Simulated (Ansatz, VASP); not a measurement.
# AgBr: VASP beside Ansatz

File INCAR:

```
PREC = Accurate ; ENCUT = 500
EDIFF = 1E-7 ; ISMEAR = -1
SIGMA = 0.1 ; LREAL = False
LASPH = True ; NELM = 120
ALGO = Normal ; ISIF = 3
LWAVE = False ; LCHARG = False
GGA = PS ; IBRION = 2
NSW = 100 ; EDIFFG = -0.002
GGA_COMPAT = False ; NELMIN = 4
```

File KPOINTS:

```
regular mesh
0
Gamma
  12 12 12
```

Contents of POSCAR:

```
AgBr
1.0
    2.8701500000      2.8701500000      0.0000000000
   -2.8701500000      2.8701500000      0.0000000000
    0.0000000000      2.8701500000      2.8701500000
Ag Br
1 1
Direct
    0.0000000000      0.0000000000      0.0000000000
    0.5000000000      0.5000000000      0.0000000000
```

Input for Ansatz:

```yaml
crystal:
  lattice:
    - [2.87015, 2.87015, 0.0]
    - [-2.87015, 2.87015, 0.0]
    - [0.0, 2.87015, 2.87015]
  atoms:
    - { symbol: Ag, position: [0.0, 0.0, 0.0] }
    - { symbol: Br, position: [0.5, 0.5, 0.0] }
kpoints:
  mp_grid: { grid: [12, 12, 12] }
scf:
  occupations: { method: fermi_dirac, width: 0.1 }
hamiltonian:
  xc: pbesol
  pseudopotentials: { kind: paw }
relax:
  f_tol: 0.002
  max_steps: 80
  cell: {}
output:
  forces: true
  stress: true
  write_density: true
  write_potential: true
  elf: true
  volumetric_format: npy
```

Alike in both runs: task relaxation of cell and atoms; functional PBEsol; k mesh 12 × 12 × 12; occupations fermi-dirac, width 0.1 eV; no spin polarisation.

|  | VASP | Ansatz |
| --- | --- | --- |
| version | VASP 6.6.1 | Ansatz 0.2.0 |
| potentials or method | VASP PAW PBE potentials, release 64 (Ag, Br) | PAW with Ansatz's default frozen-core files, scalar-relativistic |
| plane-wave cutoff (eV) | 500 | 420 |
| valence electrons in the cell | 18 | 26 |

```csv
,VASP,Ansatz,Ansatz less VASP
relaxed volume (Å³/atom),22.82,22.85,+0.032
relaxed length of the cell vector where the two differ most in proportion (Å),4.011,4.013,+0.0019
```

VASP's potentials were made for PBE, not for PBEsol. VASP's potentials hold 18 valence electrons a cell and Ansatz's 26, so a difference there can come from the potentials and not from the codes.
